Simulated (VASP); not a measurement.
Write the native input for VASP 6.6.1 that does the following.

| Property | Result |
| --- | --- |
| Task | density of states |
| Functional | LDA |
| Potentials or basis | VASP PAW LDA potentials, release 64 (In_d, As) |
| Cutoff | 520 eV |
| k mesh | 11 × 11 × 11 |
| Occupations | fermi-dirac, width 0.08 eV |
| Spin | no spin polarisation |
| Dipole correction | no |
| k mesh for the DOS | 17 × 17 × 17 |
| Occupations for the DOS | tetrahedron |
| Further INCAR settings | ALGO = Normal; EDIFF = 1e-06; NBANDS = 16 |

Crystal: InAs (zincblende type).

```xyz
2
Lattice="0.0000 3.0134 3.0134 3.0134 0.0000 3.0134 3.0134 3.0134 0.0000" Properties=species:S:1:pos:R:3 pbc="T T T"
In    0.0000    0.0000    0.0000
As    1.5067    1.5067    1.5067
```

The input as run:

POSCAR

```
InAs
1.0
    0.0000000000      3.0134416479      3.0134416479
    3.0134416479      0.0000000000      3.0134416479
    3.0134416479      3.0134416479      0.0000000000
In As
1 1
Direct
    0.0000000000      0.0000000000      0.0000000000
    0.2500000000      0.2500000000      0.2500000000
```

INCAR.step1

```
  ALGO = Normal
  EDIFF = 1E-6
  ENCUT = 520
  ISIF = 2
  ISMEAR = -1
  LASPH = True
  LCHARG = True
  LREAL = False
  LWAVE = False
  NBANDS = 16
  NELM = 80
  PREC = Accurate
  SIGMA = 0.08
```

KPOINTS.step1

```
k-points
0
Gamma
  11 11 11
```

INCAR.step2

```
  ALGO = Normal
  EDIFF = 1E-6
  ENCUT = 520
  ICHARG = 11
  ISIF = 2
  ISMEAR = -5
  LASPH = True
  LCHARG = False
  LORBIT = 11
  LREAL = False
  LWAVE = False
  NBANDS = 16
  NEDOS = 1001
  NELM = 80
  PREC = Accurate
  SIGMA = 0.08
```

KPOINTS.step2

```
k-points
0
Gamma
  17 17 17
```

Potentials or basis: VASP PAW LDA potentials, release 64 (In_d, As).

Run with:

```sh
$ cat potpaw_LDA.64/In_d/POTCAR potpaw_LDA.64/As/POTCAR > POTCAR
$ cp INCAR.step1 INCAR
$ cp KPOINTS.step1 KPOINTS
$ mpirun -np 1 vasp_std > vasp.out
$ cp INCAR.step2 INCAR
$ cp KPOINTS.step2 KPOINTS
$ mpirun -np 1 vasp_std > vasp.out
```

It gave:

```
Valence electrons inside the program's atomic spheres : In 11.51; As 2.82
```

Caveat: spin-orbit coupling is left out, which moves the levels of the heavy elements.

It took 3.3 min on 1 thread of AMD EPYC 7R13, on a shared host, peak memory 0.23 GiB.
